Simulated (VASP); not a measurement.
# In3Cu (R-3m) in VASP: single point with LDA

Aim: the single point of In3Cu with LDA.

Everything below comes from runs of VASP 6.6.1. Logs are shortened: lines on timing, memory, paths and dates and some standing lists are left out, and cuts for length are marked.

## (1) The cell of the first run

It takes space group R-3m (No. 166, trigonal). Conventional cell: a = 6.016 Å, b = 6.016 Å, c = 7.568 Å, α = 90.00°, β = 90.00°, γ = 120.00°. In (site symmetry 2/m) has 8 In at 3.01 to 3.06 Å and 4 Cu at 3.01 to 3.06 Å within 4.0 Å. Within 4.0 Å of Cu (site symmetry -3m) lie 12 In at 3.01 to 3.06 Å.

## (2) Single point, LDA (19.77 Å³/atom)

Contents of INCAR:

```
SYSTEM = In3Cu
PREC = Accurate
ENCUT = 520
EDIFF = 1E-6
ISMEAR = 0
SIGMA = 0.15
LREAL = .False.
LASPH = .True.
NELM = 60
ALGO = Fast
ISIF = 2
LWAVE = .False.
LCHARG = .True.
GGA = CA
LELF = .True.
LVHAR = .True.
NBANDS = 33
```

Contents of KPOINTS:

```
regular mesh
0
Gamma
  10 10 10
  0 0 0
```

Contents of POSCAR:

```
In3Cu
1.0
    4.2926303369      0.0384296132      0.0384296132
    0.0384296132      4.2926303369      0.0384296132
    0.0384296132      0.0384296132      4.2926303369
In Cu
3 1
Direct
    0.0000000000      0.5000000000      0.5000000000
    0.5000000000      0.0000000000      0.5000000000
    0.5000000000      0.5000000000      0.0000000000
    0.0000000000      0.0000000000      0.0000000000
```

Potentials or basis: VASP PAW LDA potentials, release 64 (In_d, Cu).

Command:

```bash
$ cat potpaw_LDA.64/In_d/POTCAR potpaw_LDA.64/Cu/POTCAR > POTCAR
$ mpirun -np 1 vasp_std > vasp.out
```

OUTCAR:

```text
SYSTEM = In3Cu
   PREC = Accurate
   ENCUT = 520
   EDIFF = 1E-6
   ISMEAR = 0
   LREAL = .False.
   LASPH = .True.
   NELM = 60
   ISIF = 2
   GGA = CA

 ion  position               nearest neighbor table
   1  0.000  0.500  0.500-   3 3.01   4 3.01   2 3.01   4 3.01   2 3.01   3 3.01   2 3.06   4 3.06
                             3 3.06   4 3.06   3 3.06   2 3.06
   2  0.500  0.000  0.500-   3 3.01   4 3.01   1 3.01   3 3.01   1 3.01   4 3.01   1 3.06   3 3.06
                             3 3.06   4 3.06   4 3.06   1 3.06
   3  0.500  0.500  0.000-   1 3.01   2 3.01   2 3.01   4 3.01   1 3.01   4 3.01   1 3.06   2 3.06
                             2 3.06   4 3.06   1 3.06   4 3.06
   4  0.000  0.000  0.000-   1 3.01   2 3.01   1 3.01   3 3.01   2 3.01   3 3.01   1 3.06   1 3.06
                             2 3.06   3 3.06   2 3.06   3 3.06

  LATTYP: Found a trigonal (rhomboedric) cell.
 ALAT       =     4.2929743628
 COS(alpha) =     0.0179821897

  Lattice vectors:

 A1 = (   4.2926303369,   0.0384296132,   0.0384296132)
 A2 = (   0.0384296132,   4.2926303369,   0.0384296132)
 A3 = (   0.0384296132,   0.0384296132,   4.2926303369)

Analysis of symmetry for initial positions (statically):
=====================================================================
 Subroutine PRICEL returns:
 Original cell was already a primitive cell.

 Routine SETGRP: Setting up the symmetry group for a
 trigonal (rhombohedral) supercell.

 Subroutine GETGRP returns: Found 12 space group operations
 (whereof 12 operations were pure point group operations)
 out of a pool of 12 trial point group operations.

The static configuration has the point symmetry D_3d.

Analysis of symmetry for dynamics (positions and initial velocities):
=====================================================================
 Subroutine PRICEL returns:
 Original cell was already a primitive cell.

 Routine SETGRP: Setting up the symmetry group for a
 trigonal (rhombohedral) supercell.

 Subroutine GETGRP returns: Found 12 space group operations
 (whereof 12 operations were pure point group operations)
 out of a pool of 12 trial point group operations.

The dynamic configuration has the point symmetry D_3d.

 Subroutine INISYM returns: Found 12 space group operations
 (whereof 12 operations are pure point group operations),
 and found     1 'primitive' translations

----------------------------------------------------------------------------------------

                                     Primitive cell

  volume of cell :      79.0800

  direct lattice vectors                    reciprocal lattice vectors
     4.292630337  0.038429613  0.038429613     0.232994415 -0.002067366 -0.002067366
     0.038429613  4.292630337  0.038429613    -0.002067366  0.232994415 -0.002067366
     0.038429613  0.038429613  4.292630337    -0.002067366 -0.002067366  0.232994415

  length of vectors
     4.292974363  4.292974363  4.292974363     0.233012759  0.233012759  0.233012759

  position of ions in fractional coordinates (direct lattice)
     0.000000000  0.500000000  0.500000000
     0.500000000  0.000000000  0.500000000
     0.500000000  0.500000000  0.000000000
     0.000000000  0.000000000  0.000000000

  ion indices of the primitive-cell ions
   primitive index   ion index
                 1           1
                 2           2
                 3           3
                 4           4

----------------------------------------------------------------------------------------

 KPOINTS: regular mesh

Automatic generation of k-mesh.
 Grid dimensions read from file:
 generate k-points for:   10   10   10

 Generating k-lattice:

  Cartesian coordinates                     Fractional coordinates (reciprocal lattice)
     0.023299442 -0.000206737 -0.000206737     0.100000000  0.000000000  0.000000000
    -0.000206737  0.023299442 -0.000206737     0.000000000  0.100000000  0.000000000
    -0.000206737 -0.000206737  0.023299442     0.000000000  0.000000000  0.100000000

  Length of vectors
     0.023301276  0.023301276  0.023301276

  Shift w.r.t. Gamma in fractional coordinates (k-lattice)
     0.000000000  0.000000000  0.000000000

 Subroutine IBZKPT returns following result:
 ===========================================

 Found    116 irreducible k-points:

 Following reciprocal coordinates:
            Coordinates               Weight
  0.000000  0.000000  0.000000      1.000000
  0.100000  0.000000  0.000000      6.000000
  0.200000  0.000000  0.000000      6.000000
  0.300000  0.000000  0.000000      6.000000
  0.400000  0.000000  0.000000      6.000000
  0.500000  0.000000  0.000000      3.000000
[... 16 lines left out ...]
  0.300000  0.300000  0.000000      6.000000
  0.400000  0.300000  0.000000     12.000000
 [... further k-points ...]
   k-points           NKPTS =    116   k-points in BZ     NKDIM =    116   number of bands    NBANDS=     33
   number of dos      NEDOS =    301   number of ions     NIONS =      4
   total plane-waves  NPLWV =  32768
   dimension x,y,z NGX =    32 NGY =   32 NGZ =   32
   dimension x,y,z NGXF=    64 NGYF=   64 NGZF=   64
   ions per type =               3   1
   NGX,Y,Z   is equivalent  to a cutoff of  12.39, 12.39, 12.39 a.u.
   NGXF,Y,Z  is equivalent  to a cutoff of  24.78, 24.78, 24.78 a.u.
 SYSTEM =  In3Cu
   PREC   = accura    normal or accurate (medium, high low for compatibility)
   ISTART =      0    job   : 0-new  1-cont  2-samecut
   ICHARG =      2    charge: 1-file 2-atom 10-const
   ISPIN  =      1    spin polarized calculation?
   LNONCOLLINEAR =      F non collinear calculations
   LSORBIT =      F    spin-orbit coupling
   LASPH  =      T    aspherical Exc in radial PAW
   ENCUT  =  520.0 eV  38.22 Ry    6.18 a.u.   7.98  7.98  7.98*2*pi/ulx,y,z
   NELM   =     60;   NELMIN=  2; NELMDL= -5     # of ELM steps
   EDIFF  = 0.1E-05   stopping-criterion for ELM
   LREAL  =      F    real-space projection
   EDIFFG = 0.1E-04   stopping-criterion for IOM
   NSW    =      0    number of steps for IOM
   IBRION =     -1    ionic relax: 0-MD 1-quasi-New 2-CG
   NFREE  =      0    steps in history (QN), initial steepest desc. (CG)
   ISIF   =      2    stress and relaxation
   ISYM   =      2    0-nonsym 1-usesym 2-fastsym
   POTIM  = 0.5000    time-step for ionic-motion
   TEBEG  =    0.0;   TEEND  =   0.0 temperature during run
   PSTRESS=    0.0 pullay stress
   NELECT =      50.0000    total number of electrons
   NUPDOWN=      -1.0000    fix difference up-down
   EMIN   =  10.00;   EMAX   =-10.00  energy-range for DOS
   EFERMI =   0.00;   METHOD = LEGACY
   ISMEAR =     0;   SIGMA  =   0.15  broadening in eV -4-tet -1-fermi 0-gaus
   EFERMI_NEDOS =   21; number of points for ismear=-14 and -15
   IALGO  =     68    algorithm
   IMIX   =      4    mixing-type and parameters
     AMIX     =   0.40;   BMIX     =  1.00
     AMIX_MAG =   1.60;   BMIX_MAG =  1.00
  volume/ion in A,a.u.               =      19.77       133.41
  Fermi-wavevector in a.u.,A,eV,Ry     =   1.405107  2.655266 26.862317  1.974325
  Thomas-Fermi vector in A             =   2.527601
   LORBIT       =      0    0 simple, 1 ext, 2 COOP (PROOUT), +10 PAW based schemes
   GGA     = CA    functional components
   LHFCALC =     F    Hartree Fock is set to
   AEXX    =    0.0000 exact exchange contribution
   IVDW    =     0    specifies the selected vdW correction
   LEPSILON=     F    determine dielectric tensor
   LRPA    =     F    only Hartree local field effects (RPA)
 non-spin polarized calculation
 RMM-DIIS sequential band-by-band and
 Gauss-broadening in eV      SIGMA  =   0.15
  energy-cutoff  :      520.00
  volume of cell :       79.08
 maximum number of plane-waves:      2155
   NGX = 15   NGY = 15   NGZ = 15

 number of electron      50.0000025 magnetization

 Free energy of the ion-electron system (eV)
  ---------------------------------------------------
  ext. energy  EPLUGINS =         0.00000000
  ---------------------------------------------------
  free energy    TOTEN  =       -13.61147403 eV

  energy without entropy =      -13.59225977  energy(sigma->0) =      -13.60186690

 E-fermi :   8.9454     XC(G=0): -11.5734

 val. band max:        8.9425822375   @ k =  -0.4000   0.3000   0.2000
 cond. band min:       8.9605067916   @ k =  -0.3000   0.3000   0.0000
 fundamental gap:      0.0179245541
 Fermi energy:         8.9453877078

 k-point     1 :       0.0000    0.0000    0.0000
  band No.  band energies     occupation
      1      -6.3542      2.00000
      2      -6.3190      2.00000
      3      -6.2943      2.00000
      4      -6.2943      2.00000
      5      -6.0052      2.00000
      6      -6.0052      2.00000
[... 25 lines left out ...]
     32      15.0493      0.00000
     33      15.0493      0.00000

 k-point     2 :       0.1000    0.0000    0.0000
  band No.  band energies     occupation
      1      -6.3361      2.00000
      2      -6.3053      2.00000
      3      -6.2825      2.00000
      4      -6.2738      2.00000
      5      -6.0010      2.00000
      6      -5.9895      2.00000
[... 25 lines left out ...]
     32      14.6389      0.00000
     33      15.0586      0.00000

 k-point     3 :       0.2000    0.0000    0.0000
  band No.  band energies     occupation
      1      -6.2960      2.00000
      2      -6.2736      2.00000
      3      -6.2296      2.00000
      4      -6.2138      2.00000
      5      -5.9896      2.00000
      6      -5.9448      2.00000
[... 25 lines left out ...]
     32      14.8021      0.00000
     33      15.3730      0.00000

 k-point     4 :       0.3000    0.0000    0.0000
  band No.  band energies     occupation
      1      -6.2748      2.00000
      2      -6.2019      2.00000
      3      -6.1361      2.00000
      4      -6.1182      2.00000
      5      -5.9732      2.00000
      6      -5.8794      2.00000
[... 673 lines left out ...]
     32      13.9718      0.00000
     33      15.2691      0.00000

 k-point    23 :       0.3000    0.3000    0.0000
  band No.  band energies     occupation
      1      -6.1743      2.00000
      2      -6.1539      2.00000
      3      -6.0439      2.00000
      4      -6.0222      2.00000
      5      -5.9188      2.00000
      6      -5.8148      2.00000
[... 25 lines left out ...]
     32      14.9956      0.00000
     33      15.9185      0.00000

 k-point    24 :       0.4000    0.3000    0.0000
  band No.  band energies     occupation
      1      -6.1287      2.00000
      2      -6.1143      2.00000
      3      -5.9651      2.00000
      4      -5.9552      2.00000
      5      -5.9263      2.00000
      6      -5.8337      2.00000
[... 25 lines left out ...]
     32      15.1919      0.00000
     33      15.6529      0.00000

 [... further k-points ...]

------------------------ aborting loop because EDIFF is reached ----------------------------------------

  FORCE on cell =-STRESS in cart. coord.  units (eV):
  Direction    XX          YY          ZZ          XY          YZ          ZX
  --------------------------------------------------------------------------------------
  -------------------------------------------------------------------------------------
  Total        0.8920399      0.8920399      0.8920399     -0.0663831     -0.0663831     -0.0663831
  in kB       18.0729155     18.0729155     18.0729155     -1.3449349     -1.3449349     -1.3449349
  external PRESSURE =      18.0729155 kB  Pullay stress =       0.0000000 kB

 VOLUME and BASIS-vectors are now :
 -----------------------------------------------------------------------------
  energy-cutoff  :      520.00
  volume of cell :       79.08
      direct lattice vectors                 reciprocal lattice vectors
     4.292630337  0.038429613  0.038429613     0.232994415 -0.002067366 -0.002067366
     0.038429613  4.292630337  0.038429613    -0.002067366  0.232994415 -0.002067366
     0.038429613  0.038429613  4.292630337    -0.002067366 -0.002067366  0.232994415

 POSITION                                       TOTAL-FORCE (eV/Angst)
 -----------------------------------------------------------------------------------
      0.03843      2.16553      2.16553         0.000000      0.000000      0.000000
      2.16553      0.03843      2.16553        -0.000000     -0.000000      0.000000
      2.16553      2.16553      0.03843        -0.000000     -0.000000      0.000000
      0.00000      0.00000      0.00000         0.000000      0.000000      0.000000
 -----------------------------------------------------------------------------------
    total drift:                                0.000000     -0.000000     -0.000000

  FREE ENERGIE OF THE ION-ELECTRON SYSTEM (eV)
  ---------------------------------------------------
  free  energy   TOTEN  =       -13.6114740259 eV

  energy  without entropy=      -13.5922597725  energy(sigma->0) =      -13.60186690
```

It took 8.1 min on 1 thread of Intel Xeon 8259CL, shared host; peak memory 0.35 GiB.

What came out:

- Free energy: -13.6115 eV
- Pressure: 1.8 GPa
- Band gap on the k mesh: zero (bands 25 and 26 overlap by 4.43 eV)

Stress tensor (GPa, compression positive):
```
 1.81 -0.13 -0.13
-0.13  1.81 -0.13
-0.13 -0.13  1.81
```

Caveat: spin-orbit coupling is left out, which moves the levels of the heavy elements.
